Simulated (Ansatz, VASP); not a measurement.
## SnTe: VASP beside Ansatz

```
Sn Te
1.0
    -0.68406    2.85417    2.85417
     2.85417   -0.68406    2.85417
     2.85417    2.85417   -0.68406
Sn Te
1 1
Direct
  0.00000 0.00000 0.00000
  0.50000 0.50000 0.50000
```

Alike in both runs: task single point; functional LDA; k mesh 10 × 10 × 10; occupations gaussian, width 0.03 eV; no spin polarisation.

```csv
,VASP,Ansatz
version,VASP 6.6.1,Ansatz 0.2.0
potentials or method,"VASP PAW LDA potentials, release 64 (Sn_d, Te), cutoff 520 eV","scalar-relativistic, plane waves, PAW"
valence electrons in the cell,20,30
```

|  | VASP | Ansatz | Ansatz less VASP |
| --- | --- | --- | --- |
| gap on the k mesh at the Fermi level (eV) | none | none | - |
| pressure (GPa) | -4.0 | -4.0 | +0.01 |
| traceless stress, the component that is largest in VASP (GPa) | 1.66 | 1.68 | +0.020 |

LDA's correlation is that of Perdew and Zunger in VASP and of Perdew and Wang (1992) in Ansatz. A gap of «none» marks a metal or a gap that the smearing closes. VASP's potentials hold 20 valence electrons a cell and Ansatz's 30, so a difference there can come from the potentials and not from the codes.

Spin-orbit coupling is off throughout.
